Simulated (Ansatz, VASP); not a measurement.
## CuO in VASP and in Ansatz

File INCAR:

```
SYSTEM = CuO
ALGO     = Normal         ! electronic algorithm
EDIFF    = 1E-7           ! SCF threshold, eV
ENCUT    = 520            ! plane-wave cutoff, eV
ISIF     = 2              ! what is computed and relaxed
ISMEAR   = 0              ! smearing method
ISPIN    = 2              ! spin polarisation
LASPH    = .True.         ! aspherical terms in the spheres
LCHARG   = .False.        ! write CHGCAR
LDAU     = .True.         ! DFT+U
LDAUJ    = 0 0          
LDAUL    = 2 -1           ! shell
LDAUPRINT= 1            
LDAUTYPE = 2            
LDAUU    = 8 0            ! U, eV
LMAXMIX  = 4              ! l up to which the mixer works
LORBIT   = 11             ! projections on sites
LREAL    = .False.        ! projectors in reciprocal space
LWAVE    = .False.        ! write WAVECAR
MAGMOM   = 0.55 -0.55 0 0 ! initial moments
NBANDS   = 29             ! bands
NELM     = 150            ! most SCF steps
PREC     = Accurate       ! precision mode
SIGMA    = 0.05           ! smearing width, eV
```

File KPOINTS:

```
k-points
0
Gamma
  7 7 4
  0 0 0
```

Contents of POSCAR:

```
CuO
1.0
    2.3446497600     -1.7133998200      0.0000000000
    2.3446497600      1.7133998200      0.0000000000
   -0.8605499100      0.0000000000      5.0594394800
Cu O
2 2
Direct
    0.0032000000      0.4968000000      0.0000000000
    0.4968000000      0.0032000000      0.5000000000
    0.5714000000      0.4056000000      0.2537000000
    0.4056000000      0.5714000000      0.7537000000
```

Input for Ansatz:

```yaml
crystal:
  lattice:
    - [2.34464976, -1.71339982, 0.0]
    - [2.34464976, 1.71339982, 0.0]
    - [-0.86054991, 0.0, 5.05943948]
  atoms:
    - { symbol: Cu, position: [0.0032, 0.4968, 0.0], spin: 0.62 }
    - { symbol: Cu, position: [0.4968, 0.0032, 0.5], spin: -0.25 }
    - { symbol: O, position: [0.5714, 0.4056, 0.2537] }
    - { symbol: O, position: [0.4056, 0.5714, 0.7537] }
basis:
  ecutwfc: 420
  ecutrho_ratio: 4
kpoints:
  mp_grid: { grid: [7, 7, 4] }
hamiltonian:
  xc: lda
  hubbard:
    sites: [{ site: 0, l: d, u_eff: 8.0 }, { site: 1, l: d, u_eff: 8.0 }]
scf:
  occupations: { method: gaussian, width: 0.05 }
  lower_state_search: "off"
  max_iter: 150
output:
  forces: true
  stress: true
  eigenvalues: true
  populations: true
  hubbard: { sites: [{ site: 0, l: d }, { site: 1, l: d }] }
magnetization:
  spin_polarized: true
  spin_locking: { lock_spins: true, n_iters: 12 }
```

Alike in both runs: task single point; functional LDA; k mesh 7 × 7 × 4; occupations gaussian, width 0.05 eV; collinear spin; Hubbard terms Cu d U = 8.0 eV.

|  | VASP | Ansatz |
| --- | --- | --- |
| version | VASP 6.6.1 | Ansatz 0.2.0 |
| potentials or method | VASP PAW LDA potentials, release 64 (Cu, O), cutoff 520 eV | scalar-relativistic, plane waves, PAW |
| valence electrons in the cell | 34 | 50 |

Ansatz gave:

* gap on the k mesh at the Fermi level (eV): 0.53
* least direct gap on the mesh (eV): 0.86
* pressure (GPa): -6.3
* traceless stress, the component that is largest in VASP (GPa): 1.47
* rms of the force components (eV/Å): 0.436
* net moment per atom (μB): 0.00
* size of the moment on the site where the two differ most (μB): 0.55

Q: What did VASP give for the same quantities?

A: gap on the k mesh at the Fermi level (eV): 1.26; least direct gap on the mesh (eV): 1.49; pressure (GPa): -14.4; traceless stress, the component that is largest in VASP (GPa): 2.65; rms of the force components (eV/Å): 0.367; net moment per atom (μB): 0.00; size of the moment on the site where the two differ most (μB): 0.65.

LDA's correlation is that of Perdew and Zunger in VASP and of Perdew and Wang (1992) in Ansatz. Site moments also hang on the region over which each program counts them. The programs project onto different local orbitals, so the same U acts differently, and such runs can settle in different states. Atom by atom the forces differ by 0.077 eV/Å (rms over components). VASP's potentials hold 34 valence electrons a cell and Ansatz's 50, so a difference there can come from the potentials and not from the codes. Ansatz's warnings: stress scf threshold loose.
